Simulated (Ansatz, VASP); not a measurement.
**MgO in VASP and in Ansatz**

File INCAR:

```
SYSTEM = MgO
PREC = Accurate
ENCUT = 520
EDIFF = 1E-6
ISMEAR = 0
SIGMA = 0.05
LREAL = .FALSE.
LASPH = .TRUE.
NELM = 80
ALGO = Normal
ISIF = 2
LWAVE = .FALSE.
LCHARG = .FALSE.
GGA = PE
NBANDS = 16
```

The input KPOINTS:

```
Automatic mesh
0
G
  9 9 6
  0 0 0
```

The input POSCAR:

```
MgO
1.0
    3.6445625691      0.0000000000      0.0000000000
   -1.8222812846      3.1562837705      0.0000000000
    0.0000000000      0.0000000000      3.9426256573
Mg O
2 2
Direct
    0.6778828062      0.3333333333      0.7500000000
    0.3445494728      0.6666666667      0.2500000000
    0.6496275848      0.3333333333      0.2500000000
    0.3162942515      0.6666666667      0.7500000000
```

Input for Ansatz:

```yaml
crystal:
  lattice:
    - [3.6445625691, 0.0, 0.0]
    - [-1.8222812846, 3.1562837705, 0.0]
    - [0.0, 0.0, 3.9426256573]
  atoms:
    - { symbol: Mg, position: [0.6778828062, 0.3333333333, 0.75] }
    - { symbol: Mg, position: [0.3445494728, 0.6666666667, 0.25] }
    - { symbol: O, position: [0.6496275848, 0.3333333333, 0.25] }
    - { symbol: O, position: [0.3162942515, 0.6666666667, 0.75] }
basis:
  ecutwfc: 520.0
kpoints:
  mp_grid: { grid: [9, 9, 6] }
hamiltonian:
  xc: pbe
  pseudopotentials: { kind: paw, azcp: { folder: soft_1 } }
scf:
  occupations: { method: gaussian, width: 0.05 }
output:
  forces: true
  stress: true
  eigenvalues: true
  write_density: true
  write_potential: true
  elf: true
  volumetric_format: npy
```

Change from the starting cell: mode 8 frozen in at -0.060 Å, strain +e along z and -e/2 along x and y -0.0700.

Alike in both runs: task single point; functional PBE; k mesh 9 × 9 × 6; occupations gaussian, width 0.05 eV; no spin polarisation.

|  | VASP | Ansatz |
| --- | --- | --- |
| version | VASP 6.6.1 | Ansatz 0.2.0 |
| potentials or method | VASP PAW PBE potentials, release 64 (Mg, O), cutoff 520 eV | scalar-relativistic, plane waves, PAW |
| valence electrons in the cell | 16 | 32 |

Ansatz gave:

| Property | Result |
| --- | --- |
| gap on the k mesh at the Fermi level (eV) | 3.43 |
| least direct gap on the mesh (eV) | 3.43 |
| pressure (GPa) | 4.6 |
| traceless stress, the component that is largest in VASP (GPa) | 13.21 |
| rms of the force components (eV/Å) | 0.305 |

Q: What did VASP give for the same quantities?

A: gap on the k mesh at the Fermi level (eV): 3.42; least direct gap on the mesh (eV): 3.42; pressure (GPa): 4.1; traceless stress, the component that is largest in VASP (GPa): 13.23; rms of the force components (eV/Å): 0.308.

Atom by atom the forces differ by 0.003 eV/Å (rms over components). With one functional, cell and mesh, what is left measures potentials, basis and numerics. VASP's potentials hold 16 valence electrons a cell and Ansatz's 32, so a difference there can come from the potentials and not from the codes.
